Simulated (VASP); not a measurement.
Here is a VASP 6.6.1 calculation.

INCAR

```
SYSTEM = AgCl
PREC = Accurate ; ENCUT = 520
EDIFF = 1E-8 ; ISMEAR = 0
SIGMA = 0.01 ; LREAL = .False.
LASPH = .True. ; NELM = 100
ALGO = Normal ; ISIF = 2
LWAVE = .False. ; LCHARG = .False.
GGA = PS ; IBRION = 8
NSW = 1
```

KPOINTS

```
regular mesh
0
Gamma
  8 8 8
  0 0 0
```

POSCAR

```
AgCl
1.0
    0.0000000000      2.7373026766      2.7373026766
    2.7373026766      0.0000000000      2.7373026766
    2.7373026766      2.7373026766      0.0000000000
Ag Cl
1 1
Direct
    0.0000000000      0.0000000000      0.0000000000
    0.5000000000      0.5000000000      0.5000000000
```

Potentials or basis: VASP PAW PBE potentials, release 64 (Ag, Cl).

The run is started by

```bash
$ cat potpaw_PBE.64/Ag/POTCAR potpaw_PBE.64/Cl/POTCAR > POTCAR
$ mpirun -np 1 vasp_std > vasp.out
```

Q: Predict the highest phonon frequency at Γ, LO-TO splitting left out.

A: 108 cm⁻¹.

Phonon frequencies in cm⁻¹ (negative: imaginary):
| q point | frequencies |
| --- | --- |
| (0.000, 0.000, 0.000) | 0 0 0 108 108 108 |
